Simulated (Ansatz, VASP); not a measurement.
**One calculation of TaSi2, two programs**

```
CELL_PARAMETERS angstrom
4.76099 0.00000 0.00000
-2.38050 4.12314 0.00000
0.00000 0.00000 6.55614
ATOMIC_POSITIONS crystal
Ta 0.50364 0.00728 0.00000
Ta 0.50364 0.49636 0.66667
Ta 0.99272 0.49636 0.33333
Si 0.16204 0.32408 0.00000
Si 0.84347 0.15653 0.66667
Si 0.67592 0.83796 0.33333
Si 0.84347 0.68694 0.00000
Si 0.16204 0.83796 0.66667
Si 0.31306 0.15653 0.33333
```

Change from the starting cell: mode 4 (106.9 1/cm) frozen in, largest displacement +0.030 Å.

Alike in both runs: task single point; functional PBEsol; k mesh 12 × 12 × 6; occupations gaussian, width 0.15 eV; no spin polarisation.

|  | VASP | Ansatz |
| --- | --- | --- |
| version | VASP 6.6.1 | Ansatz 0.2.0 |
| potentials or method | VASP PAW PBE potentials, release 64 (Ta_pv, Si), cutoff 520 eV | scalar-relativistic, plane waves, PAW |
| valence electrons in the cell | 57 | 63 |

|  | VASP | Ansatz | Ansatz less VASP |
| --- | --- | --- | --- |
| gap on the k mesh at the Fermi level (eV) | none | none | - |
| pressure (GPa) | 0.3 | 0.0 | -0.32 |
| traceless stress, the component that is largest in VASP (GPa) | 0.11 | 0.05 | -0.062 |
| rms of the force components (eV/Å) | 0.077 | 0.077 | 0.0000 |

VASP's potentials were made for PBE, not for PBEsol. Atom by atom the forces differ by 0.001 eV/Å (rms over components). A gap of «none» marks a metal or a gap that the smearing closes. The functional is the same, so the differences come from potentials, cutoffs and numerics. VASP's potentials hold 57 valence electrons a cell and Ansatz's 63, so a difference there can come from the potentials and not from the codes.

Neither program's run includes spin-orbit coupling.
